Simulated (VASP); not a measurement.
Here is a VASP 6.6.1 calculation.

INCAR

```
SYSTEM = ZnS
PREC = Accurate ; ENCUT = 520
EDIFF = 1E-6 ; ISMEAR = 0
SIGMA = 0.01 ; LREAL = .FALSE.
LASPH = .TRUE. ; NELM = 60
ALGO = Normal ; ISIF = 2
LWAVE = .FALSE. ; LCHARG = .FALSE.
GGA = PS ; NBANDS = 56
```

The input KPOINTS:

```
regular mesh
0
G
  5 5 5
  0 0 0
```

POSCAR

```
ZnS
1.0
    1.9150000000      1.1056260000     15.6266630000
   -1.9150000000      1.1056260000     15.6266630000
    0.0000000000     -2.2112520000     15.6266630000
Zn S
5 5
Direct
    0.0000000000      0.0000000000      0.0000000000
    0.7333370000      0.7333370000      0.7333370000
    0.4666630000      0.4666630000      0.4666630000
    0.8666670000      0.8666670000      0.8666670000
    0.6000030000      0.6000030000      0.6000030000
    0.0500000000      0.0500000000      0.0500000000
    0.7833370000      0.7833370000      0.7833370000
    0.5166630000      0.5166630000      0.5166630000
    0.9166670000      0.9166670000      0.9166670000
    0.6500030000      0.6500030000      0.6500030000
```

Potentials or basis: VASP PAW PBE potentials, release 64 (Zn, S).

The run is started by

```bash
$ cat potpaw_PBE.64/Zn/POTCAR potpaw_PBE.64/S/POTCAR > POTCAR
$ mpirun -np 1 vasp_std > vasp.out
```

**Question.** What does it give for the band gap on the k mesh?

**Answer.** 2.01 eV.

**Question.** Predict the largest force.

**Answer.** 0.031 eV/Å.

**Question.** Predict the pressure.

**Answer.** -2.1 GPa.

Stress tensor (GPa, compression positive):
```
-2.23  0.00  0.00
 0.00 -2.23  0.00
 0.00  0.00 -1.90
```

Caveat: the PAW data sets were made with another functional, which shifts forces and pressure a little. PBEsol gaps usually lie below the measured ones, often by a third to a half.
